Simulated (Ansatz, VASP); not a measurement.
**Bi: VASP beside Ansatz**

File INCAR:

```
SYSTEM = Bi
PREC = Accurate
ENCUT = 520
EDIFF = 1E-8
ISMEAR = -1
SIGMA = 0.03
LREAL = .False.
LASPH = .True.
NELM = 60
ALGO = Normal
ISIF = 2
LWAVE = .False.
LCHARG = .False.
LEFG = .True.
NBANDS = 22
```

Contents of KPOINTS:

```
Automatic mesh
0
Gamma
  11 11 11
  0 0 0
```

Contents of POSCAR:

```
Bi
1.0
    2.2957296752      1.3254401460      3.9540000000
   -2.2957296752      1.3254401460      3.9540000000
    0.0000000000     -2.6508802918      3.9540000000
Bi
2
Direct
    0.2338900000      0.2338900000      0.2338900000
    0.7661100000      0.7661100000      0.7661100000
```

Input for Ansatz:

```yaml
crystal:
  lattice:
    - [2.2957296752, 1.325440146, 3.954]
    - [-2.2957296752, 1.325440146, 3.954]
    - [0.0, -2.6508802918, 3.954]
  atoms:
    - { symbol: Bi, position: [0.23389, 0.23389, 0.23389] }
    - { symbol: Bi, position: [0.76611, 0.76611, 0.76611] }
kpoints:
  mp_grid: { grid: [11, 11, 11] }
scf:
  occupations: { method: fermi_dirac, width: 0.03 }
hamiltonian:
  xc: lda
  pseudopotentials: { kind: paw }
output:
  forces: true
  stress: true
  eigenvalues: true
  efg: { contact_densities: true }
  write_density: true
  write_potential: true
  elf: true
  volumetric_format: npy
```

Change from the starting cell: equal xx and yy strain of +1 %, PAW files.

Alike in both runs: task electric field gradients; functional LDA; k mesh 11 × 11 × 11; occupations fermi-dirac, width 0.03 eV; no spin polarisation.

```csv
,VASP,Ansatz
version,VASP 6.6.1,Ansatz 0.2.0
potentials or method,"VASP PAW LDA potentials, release 64 (Bi_d)","PAW with Ansatz's default frozen-core files, scalar-relativistic"
plane-wave cutoff (eV),520,420
valence electrons in the cell,30,30
```

```tsv
	VASP	Ansatz	Ansatz less VASP
pressure (GPa)	-2.7	-2.7	-0.06
traceless stress, the component that is largest in VASP (GPa)	0.39	0.41	+0.021
rms of the force components (eV/Å)	0.005	0.017	+0.0122
size of Vzz on the site where it differs most (V/Å²)	37.7	38.8	+1.05
```

LDA's correlation is that of Perdew and Zunger in VASP and of Perdew and Wang (1992) in Ansatz. Atom by atom the forces differ by 0.012 eV/Å (rms over components).

Neither program's run includes spin-orbit coupling.
